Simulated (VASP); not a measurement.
# La: single point with PBE

The system is La.

```
La
1.0
     2.97236    0.00000    0.00000
     0.00000    2.97236    0.00000
     0.00000    0.00000    2.97236
La
1
Direct
  0.00000 0.00000 0.00000
```

```
Program             : VASP 6.6.1
Task                : single point
Functional          : PBE
Potentials or basis : VASP PAW PBE potentials, release 64 (La)
Cutoff              : 520 eV
k mesh              : 13 × 13 × 13
Occupations         : fermi-dirac, width 0.1 eV
Spin                : no spin polarisation
```

```json
{
  "Pressure": "15.1 GPa"
}
```

Levels at points of the mesh, in eV from the Fermi level:
```csv
k point,band 2,band 3,band 4,band 5,band 6,band 7,band 8,band 9
"(0.00, 0.00, 0.00)",-14.64,-14.64,-14.64,-2.22,-1.79,-1.79,2.59,2.59
```

Run time: 16 s on 1 thread of Intel Xeon 6975P-C, on a shared host, peak memory 0.17 GiB.

Caveat: spin-orbit coupling is left out, which moves the levels of the heavy elements.
